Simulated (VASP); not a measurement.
# Na: single point with r2SCAN

Crystal: Na.

```
CELL_PARAMETERS angstrom
3.71317 0.00000 0.00000
-1.85659 3.21570 0.00000
0.00000 0.00000 6.06361
ATOMIC_POSITIONS crystal
Na 0.33333 0.66667 0.25000
Na 0.66667 0.33333 0.75000
```

This isn't the form of Na at room conditions, which is bcc.

| Property | Result |
| --- | --- |
| Program | VASP 6.6.1 |
| Task | single point |
| Functional | r2SCAN |
| Potentials or basis | VASP PAW PBE potentials, release 64 (Na_pv) |
| Cutoff | 520 eV |
| k mesh | 11 × 11 × 6 |
| Occupations | fermi-dirac, width 0.1 eV |
| Spin | no spin polarisation |

```json
{
 "Pressure": "0.3 GPa",
 "Band gap on the k mesh": "zero (bands 7 and 8 overlap by 4.29 eV)"
}
```

Stress tensor (GPa, compression positive):
```
0.29 0.00 0.00
0.00 0.29 0.00
0.00 0.00 0.43
```

Levels at points of the mesh, in eV from the Fermi level:
```
           k point  band 3  band 4  band 5  band 6  band 7  band 8  band 9  band 10  band 11  band 12
(0.00, 0.00, 0.00)  -26.01  -26.00  -26.00  -26.00   -3.56    0.48    1.18    10.76    10.76    11.26
(0.00, 0.00, 0.50)  -26.01  -26.01  -26.01  -26.01   -2.44   -2.44    6.00     6.00    11.34    11.34
```

Run time: 7.9 min on 1 thread of AMD EPYC 7R13, with other jobs on the host, peak memory 0.18 GiB.

Caveat: the PAW data sets were made with another functional, which shifts forces and pressure a little.
